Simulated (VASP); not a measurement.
Wanted: the native input for a VASP 6.6.1 run.

```yaml
Task: relaxation of cell and atoms
Functional: PBEsol
Potentials_or_basis: VASP PAW PBE potentials, release 64 (Al)
Cutoff: 600 eV
k_mesh: 9 × 9 × 3
Occupations: methfessel-paxton, width 0.1 eV
Spin: no spin polarisation
Target_pressure: 20 GPa
Dipole_correction: no
Further_INCAR_settings: ALGO = Normal; EDIFF = 1e-07; IBRION = 2; EDIFFG = -0.03; NSW = 50; ISIF = 3
```

The structure of Al lies in POSCAR:

```
Al
1.0
    2.8270770200      0.0000000000      0.0000000000
   -1.4135385100      2.4483205200      0.0000000000
    0.0000000000      0.0000000000      9.1859930700
Al
4
Direct
    0.0000000000      0.0000000000      0.0000000000
    0.3333333318      0.6666666708      0.2500000003
    0.0000000000      0.0000000000      0.5000000005
    0.6666666717      0.3333333292      0.7499999997
```

One way to write it, as run:

INCAR

```
PREC     = Accurate       # precision mode
ENCUT    = 600            # plane-wave cutoff, eV
EDIFF    = 1E-7           # SCF threshold, eV
ISMEAR   = 1              # smearing method
SIGMA    = 0.1            # smearing width, eV
LREAL    = False          # projectors in reciprocal space
LASPH    = True           # aspherical terms in the spheres
NELM     = 100            # most SCF steps
ALGO     = Normal         # electronic algorithm
ISIF     = 3              # what is computed and relaxed
LWAVE    = False          # write WAVECAR
LCHARG   = False          # write CHGCAR
GGA      = PS             # functional
IBRION   = 2              # ionic algorithm
NSW      = 50             # ionic steps
EDIFFG   = -0.03          # ionic threshold
PSTRESS  = 200.0
```

KPOINTS

```
Automatic mesh
0
Gamma
  9 9 3
```

Potentials or basis: VASP PAW PBE potentials, release 64 (Al).

Run with:

```console
$ cat potpaw_PBE.64/Al/POTCAR > POTCAR
$ mpirun -np 1 vasp_std > vasp.out
```

Results of the run:

```
Relaxed volume                                         : 13.70 Å³/atom
Relaxed cell                                           : a = 2.681 Å, b = 2.681 Å, c = 8.803 Å, α = 90.00°, β = 90.00°, γ = 120.00°
Space group after relaxing (to 0.05 Å)                 : P6_3/mmc (No. 194)
Energy change on relaxing (the enthalpy is what falls) : +130.4 meV/atom
Ionic steps                                            : 4
Pressure after relaxing                                : 20.1 GPa
Band gap on the k mesh                                 : zero (band 6 reaches 14.21 eV, above the bottom of band 7 at 8.60 eV)
```

Caveat: the cell is relaxed towards a set pressure, so the enthalpy falls and the energy may rise; the PAW data sets were made with another functional, which shifts forces and pressure a little.

Run time: 24 s on 1 thread of Intel(R) Xeon(R) 6975P-C (Granite Rapids), with other jobs on the host, peak memory 0.2 GiB.
